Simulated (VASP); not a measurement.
# LiTiS (P4/nmm) in VASP: single point with r2SCAN

Aim: the single point of LiTiS with r2SCAN.

Program: VASP 6.6.1. These are calculated values, not measurements. Logs are shortened: lines on timing, memory, paths and dates and some standing lists are left out, and cuts for length are marked.

## 1. The cell of the first run

It takes space group P4/nmm (No. 129, tetragonal). Conventional cell: a = 3.793 Å, b = 3.793 Å, c = 6.309 Å, α = 90.00°, β = 90.00°, γ = 90.00°. Within 3.1 Å of S (site symmetry 4mm) lie 4 Ti at 2.36 Å and 5 Li at 2.70 to 2.80 Å. Within 3.8 Å of Li (site symmetry 4mm) lie 6 S at 2.70 to 3.61 Å and 4 Ti at 2.91 Å and 8 Li at 3.29 to 3.79 Å. Within 3.1 Å of Ti (site symmetry -4m2) lie 4 S at 2.36 Å and 4 Ti at 2.68 Å and 4 Li at 2.91 Å.

## 2. Single point, r2SCAN, collinear spin, zero start

Input file POSCAR:

```
LiTiS
1.0
    3.7930321300      0.0000000000      0.0000000000
    0.0000000000      3.7930321300      0.0000000000
    0.0000000000      0.0000000000      6.3093852200
S Li Ti
2 2 2
Direct
    0.2500000000      0.2500000000      0.7230000000
    0.7500000000      0.7500000000      0.2770000000
    0.2500000000      0.2500000000      0.1510000000
    0.7500000000      0.7500000000      0.8490000000
    0.7500000000      0.2500000000      0.5000000000
    0.2500000000      0.7500000000      0.5000000000
```

Input file INCAR.step1:

```
PREC = Accurate
ENCUT = 520
ISMEAR = -1
SIGMA = 0.1
LREAL = False
LASPH = True
NELM = 150
ISPIN = 2
MAGMOM = 0 0 0 0 0 0
LMAXMIX = 4
NELECT = 44.0
NBANDS = 34
GGA = PE
ALGO = Normal
EDIFF = 1E-4
LWAVE = True
LCHARG = False
```

Input file INCAR.step2:

```
PREC = Accurate
ENCUT = 520
EDIFF = 1E-6
ISMEAR = -1
SIGMA = 0.1
LREAL = False
LASPH = True
NELM = 150
ALGO = Normal
ISIF = 2
LWAVE = False
LCHARG = False
ISPIN = 2
MAGMOM = 0 0 0 0 0 0
LORBIT = 11
LMAXMIX = 4
METAGGA = R2SCAN
LMIXTAU = True
NELECT = 44.0
NBANDS = 34
ISTART = 1
```

Input file KPOINTS:

```
Automatic mesh
0
Gamma
  6 6 4
```

Potentials or basis: VASP PAW PBE potentials, release 64 (S, Li_sv, Ti_sv).

The run is started by

```sh
$ cat potpaw_PBE.64/S/POTCAR potpaw_PBE.64/Li_sv/POTCAR potpaw_PBE.64/Ti_sv/POTCAR > POTCAR
$ cp INCAR.step1 INCAR
$ mpirun -np 1 vasp_std > vasp.out
$ cp INCAR.step2 INCAR
$ mpirun -np 1 vasp_std > vasp.out
```

OUTCAR:

```text
PREC = Accurate
   ENCUT = 520
   EDIFF = 1E-6
   ISMEAR = -1
   LREAL = False
   LASPH = True
   NELM = 150
   ISIF = 2
   ISPIN = 2
   LORBIT = 11
   METAGGA = R2SCAN
   NELECT = 44.0
   ISTART = 1

 ion  position               nearest neighbor table
   1  0.250  0.250  0.723-   5 2.36   6 2.36   6 2.36   5 2.36
   2  0.750  0.750  0.277-   5 2.36   6 2.36   5 2.36   6 2.36
   3  0.250  0.250  0.151-
   4  0.750  0.750  0.849-
   5  0.750  0.250  0.500-   1 2.36   2 2.36   2 2.36   1 2.36   6 2.68   6 2.68   6 2.68   6 2.68

   6  0.250  0.750  0.500-   1 2.36   2 2.36   1 2.36   2 2.36   5 2.68   5 2.68   5 2.68   5 2.68

  LATTYP: Found a simple tetragonal cell.
 ALAT       =     3.7930321300
 C/A-ratio  =     1.6634146519

  Lattice vectors:

 A1 = (   3.7930321300,   0.0000000000,   0.0000000000)
 A2 = (   0.0000000000,   3.7930321300,   0.0000000000)
 A3 = (   0.0000000000,   0.0000000000,   6.3093852200)

Analysis of symmetry for initial positions (statically):
=====================================================================
 Subroutine PRICEL returns:
 Original cell was already a primitive cell.

 Routine SETGRP: Setting up the symmetry group for a
 simple tetragonal supercell.

 Subroutine GETGRP returns: Found 16 space group operations
 (whereof  4 operations were pure point group operations)
 out of a pool of 16 trial point group operations.

The static configuration has the point symmetry C_2h.
 The point group associated with its full space group is D_4h.

Analysis of symmetry for dynamics (positions and initial velocities):
=====================================================================
 Subroutine PRICEL returns:
 Original cell was already a primitive cell.

 Routine SETGRP: Setting up the symmetry group for a
 simple tetragonal supercell.

 Subroutine GETGRP returns: Found 16 space group operations
 (whereof  4 operations were pure point group operations)
 out of a pool of 16 trial point group operations.

The dynamic configuration has the point symmetry C_2h.
 The point group associated with its full space group is D_4h.

Analysis of structural, dynamic, and magnetic symmetry:
=====================================================================
 Subroutine PRICEL returns:
 Original cell was already a primitive cell.

 Routine SETGRP: Setting up the symmetry group for a
 simple tetragonal supercell.

 Subroutine GETGRP returns: Found 16 space group operations
 (whereof  4 operations were pure point group operations)
 out of a pool of 16 trial point group operations.

The overall configuration has the point symmetry C_2h.
 The point group associated with its full space group is D_4h.

 Subroutine INISYM returns: Found 16 space group operations
 (whereof  4 operations are pure point group operations),
 and found     1 'primitive' translations

----------------------------------------------------------------------------------------

                                     Primitive cell

  volume of cell :      90.7737

  direct lattice vectors                    reciprocal lattice vectors
     3.793032130  0.000000000  0.000000000     0.263641321  0.000000000  0.000000000
     0.000000000  3.793032130  0.000000000     0.000000000  0.263641321  0.000000000
     0.000000000  0.000000000  6.309385220     0.000000000  0.000000000  0.158494047

  length of vectors
     3.793032130  3.793032130  6.309385220     0.263641321  0.263641321  0.158494047

  position of ions in fractional coordinates (direct lattice)
     0.250000000  0.250000000  0.723000000
     0.750000000  0.750000000  0.277000000
     0.250000000  0.250000000  0.151000000
     0.750000000  0.750000000  0.849000000
     0.750000000  0.250000000  0.500000000
     0.250000000  0.750000000  0.500000000

  ion indices of the primitive-cell ions
   primitive index   ion index
                 1           1
                 2           2
                 3           3
                 4           4
                 5           5
                 6           6

----------------------------------------------------------------------------------------

 KPOINTS: Automatic mesh

Automatic generation of k-mesh.
 Grid dimensions read from file:
[... 44 lines left out ...]
  0.333333  0.000000  0.500000      4.000000
  0.500000  0.000000  0.500000      2.000000
 [... further k-points ...]
   k-points           NKPTS =     30   k-points in BZ     NKDIM =     30   number of bands    NBANDS=     34
   number of dos      NEDOS =    301   number of ions     NIONS =      6
   total plane-waves  NPLWV =  37632
   dimension x,y,z NGX =    28 NGY =   28 NGZ =   48
   dimension x,y,z NGXF=    56 NGYF=   56 NGZF=   96
   ions per type =               2   2   2
   NGX,Y,Z   is equivalent  to a cutoff of  12.27, 12.27, 12.65 a.u.
   NGXF,Y,Z  is equivalent  to a cutoff of  24.54, 24.54, 25.30 a.u.
 SYSTEM =  unknown system
   PREC   = accura    normal or accurate (medium, high low for compatibility)
   ISTART =      1    job   : 0-new  1-cont  2-samecut
   ICHARG =      0    charge: 1-file 2-atom 10-const
   ISPIN  =      2    spin polarized calculation?
   LNONCOLLINEAR =      F non collinear calculations
   LSORBIT =      F    spin-orbit coupling
   LASPH  =      T    aspherical Exc in radial PAW
   ENCUT  =  520.0 eV  38.22 Ry    6.18 a.u.   7.05  7.05 11.73*2*pi/ulx,y,z
   NELM   =    150;   NELMIN=  2; NELMDL=  0     # of ELM steps
   EDIFF  = 0.1E-05   stopping-criterion for ELM
   LREAL  =      F    real-space projection
   EDIFFG = 0.1E-04   stopping-criterion for IOM
   NSW    =      0    number of steps for IOM
   IBRION =     -1    ionic relax: 0-MD 1-quasi-New 2-CG
   NFREE  =      0    steps in history (QN), initial steepest desc. (CG)
   ISIF   =      2    stress and relaxation
   ISYM   =      2    0-nonsym 1-usesym 2-fastsym
   POTIM  = 0.5000    time-step for ionic-motion
   TEBEG  =    0.0;   TEEND  =   0.0 temperature during run
   PSTRESS=    0.0 pullay stress
   NELECT =      44.0000    total number of electrons
   NUPDOWN=      -1.0000    fix difference up-down
   EMIN   =  10.00;   EMAX   =-10.00  energy-range for DOS
   EFERMI =   0.00;   METHOD = LEGACY
   ISMEAR =    -1;   SIGMA  =   0.10  broadening in eV -4-tet -1-fermi 0-gaus
   EFERMI_NEDOS =   21; number of points for ismear=-14 and -15
   IALGO  =     38    algorithm
   IMIX   =      4    mixing-type and parameters
     AMIX     =   0.40;   BMIX     =  1.00
     AMIX_MAG =   1.60;   BMIX_MAG =  1.00
  volume/ion in A,a.u.               =      15.13       102.10
  Fermi-wavevector in a.u.,A,eV,Ry     =   1.285994  2.430177 22.501059  1.653781
  Thomas-Fermi vector in A             =   2.418095
   LORBIT       =     11    0 simple, 1 ext, 2 COOP (PROOUT), +10 PAW based schemes
   METAGGA = R2SCAN    functional components
   LHFCALC =     F    Hartree Fock is set to
   AEXX    =    0.0000 exact exchange contribution
   IVDW    =     0    specifies the selected vdW correction
   LEPSILON=     F    determine dielectric tensor
   LRPA    =     F    only Hartree local field effects (RPA)
 spin polarized calculation
  energy-cutoff  :      520.00
  volume of cell :       90.77
 maximum number of plane-waves:      2462
   NGX = 15   NGY = 15   NGZ = 23

 number of electron      44.0000006 magnetization       0.0000177

 Free energy of the ion-electron system (eV)
  ---------------------------------------------------
  ext. energy  EPLUGINS =         0.00000000
  ---------------------------------------------------
  free energy    TOTEN  =       -36.47200652 eV

  energy without entropy =      -36.35603456  energy(sigma->0) =      -36.41402054

 E-fermi :   8.5417     XC(G=0): -11.2065

 val. band max:        8.5368150105   @ k =   0.1667   0.0000   0.2500
 cond. band min:       8.5914877099   @ k =   0.1667   0.1667   0.0000
 fundamental gap:      0.0546726994
 Fermi energy:         8.5417199860

 spin component 1

 k-point     1 :       0.0000    0.0000    0.0000
  band No.  band energies     occupation
      1     -50.5609      1.00000
      2     -50.3197      1.00000
      3     -42.0577      1.00000
      4     -42.0525      1.00000
      5     -26.1966      1.00000
      6     -26.1965      1.00000
[... 877 lines left out ...]
     33      13.5697      0.00000
     34      13.5697      0.00000

 [... further k-points ...]

 spin component 2

 k-point     1 :       0.0000    0.0000    0.0000
  band No.  band energies     occupation
      1     -50.5609      1.00000
      2     -50.3197      1.00000
      3     -42.0577      1.00000
      4     -42.0525      1.00000
      5     -26.1965      1.00000
      6     -26.1965      1.00000
[... 877 lines left out ...]
     33      13.5697      0.00000
     34      13.5697      0.00000

 [... further k-points ...]

------------------------ aborting loop because EDIFF is reached ----------------------------------------

  FORCE on cell =-STRESS in cart. coord.  units (eV):
  Direction    XX          YY          ZZ          XY          YZ          ZX
  --------------------------------------------------------------------------------------
  -------------------------------------------------------------------------------------
  Total       24.3838900     24.3838900     24.9248240      0.0000000      0.0000000      0.0000000
  in kB      430.3813926    430.3813926    439.9290034      0.0000000      0.0000000      0.0000000
  external PRESSURE =     433.5639295 kB  Pullay stress =       0.0000000 kB

 VOLUME and BASIS-vectors are now :
 -----------------------------------------------------------------------------
  energy-cutoff  :      520.00
  volume of cell :       90.77
      direct lattice vectors                 reciprocal lattice vectors
     3.793032130  0.000000000  0.000000000     0.263641321  0.000000000  0.000000000
     0.000000000  3.793032130  0.000000000     0.000000000  0.263641321  0.000000000
     0.000000000  0.000000000  6.309385220     0.000000000  0.000000000  0.158494047

 POSITION                                       TOTAL-FORCE (eV/Angst)
 -----------------------------------------------------------------------------------
      0.94826      0.94826      4.56169         0.000000     -0.000000      3.147935
      2.84477      2.84477      1.74770         0.000000      0.000000     -3.147935
      0.94826      0.94826      0.95272        -0.000000      0.000000     -0.484301
      2.84477      2.84477      5.35667        -0.000000      0.000000      0.484301
      2.84477      0.94826      3.15469         0.000000     -0.000000      0.000000
      0.94826      2.84477      3.15469         0.000000     -0.000000      0.000000
 -----------------------------------------------------------------------------------
    total drift:                                0.000000      0.000000      0.000000

  FREE ENERGIE OF THE ION-ELECTRON SYSTEM (eV)
  ---------------------------------------------------
  free  energy   TOTEN  =       -36.4720065196 eV

  energy  without entropy=      -36.3560345637  energy(sigma->0) =      -36.41402054

 total charge

# of ion       s       p       d       tot
------------------------------------------
    1        1.319   2.520   0.000   3.839
    2        1.319   2.520   0.000   3.839
    3        2.033   0.033   0.000   2.065
    4        2.033   0.033   0.000   2.065
    5        2.197   6.196   2.423  10.816
    6        2.197   6.196   2.423  10.816
--------------------------------------------------
tot         11.096  17.497   4.847  33.440

 magnetization (x)

# of ion       s       p       d       tot
------------------------------------------
    1        0.000  -0.000   0.000   0.000
    2        0.000  -0.000   0.000   0.000
    3        0.000   0.000   0.000   0.000
    4        0.000   0.000   0.000   0.000
    5        0.000   0.000   0.000   0.000
    6        0.000   0.000   0.000   0.000
--------------------------------------------------
tot          0.000   0.000   0.000   0.000
```

Run time: 7.9 min. Hardware: 1 thread of AMD EPYC 9R45 (Zen 5), shared host; peak memory 0.29 GiB.

Results:

```yaml
Free_energy: -36.4720 eV
Largest_force: 3.148 eV/Å
Net_moment: 0.00 μB per cell
Valence_electrons_inside_the_program's_atomic_spheres: S 3.84; Li 2.06; Ti 10.82
```

Forces in eV/Å, atoms in the order of the input:
```
S    0.000  0.000  3.148
S    0.000  0.000 -3.148
Li   0.000  0.000 -0.484
Li   0.000  0.000  0.484
Ti   0.000  0.000  0.000
Ti   0.000  0.000  0.000
```

Levels at points of the mesh, in eV from the Fermi level:
Spin up:
```csv
k point,band 18,band 19,band 20,band 21,band 22,band 23,band 24,band 25,band 26,band 27
"(0.00, 0.00, 0.00)",-6.04,-2.56,-1.56,-1.48,-0.80,-0.42,1.67,1.67,2.56,2.56
"(0.50, 0.00, 0.00)",-6.14,-1.05,-1.05,-0.69,-0.69,0.15,0.15,0.86,0.86,1.79
"(0.50, 0.50, 0.00)",-6.27,-3.09,-3.09,-2.12,-2.12,0.86,0.86,1.59,1.59,2.07
"(0.00, 0.00, 0.50)",-5.82,-2.65,-2.55,-0.85,-0.10,0.38,1.21,1.77,1.77,2.06
"(0.50, 0.00, 0.50)",-6.14,-1.56,-1.56,-0.72,-0.72,0.24,0.24,0.37,0.37,2.21
"(0.50, 0.50, 0.50)",-6.25,-3.05,-3.05,-1.59,-1.59,-0.08,-0.08,2.07,2.07,3.07
```
Spin down:
```tsv
k point	band 20	band 21	band 22	band 23	band 24	band 25
(0.00, 0.00, 0.00)	-1.56	-1.48	-0.80	-0.42	1.67	1.67
(0.50, 0.00, 0.00)	-1.05	-0.69	-0.69	0.15	0.15	0.86
(0.50, 0.50, 0.00)	-3.09	-2.12	-2.12	0.86	0.86	1.59
(0.00, 0.00, 0.50)	-2.55	-0.85	-0.10	0.38	1.21	1.77
(0.50, 0.00, 0.50)	-1.56	-0.72	-0.72	0.24	0.24	0.37
(0.50, 0.50, 0.50)	-3.05	-1.59	-1.59	-0.08	-0.08	2.07
```

Caveat: the cell carries a net charge on a neutralising background, which shifts energy and pressure; the cell is charged against a uniform background, so pressure and absolute levels hang on convention; the cutoff is under 1.25 times the usual one of these potentials, so pressure, stress and relaxed cells hold a basis-set (Pulay) error; the PAW data sets were made with another functional, which shifts forces and pressure a little.
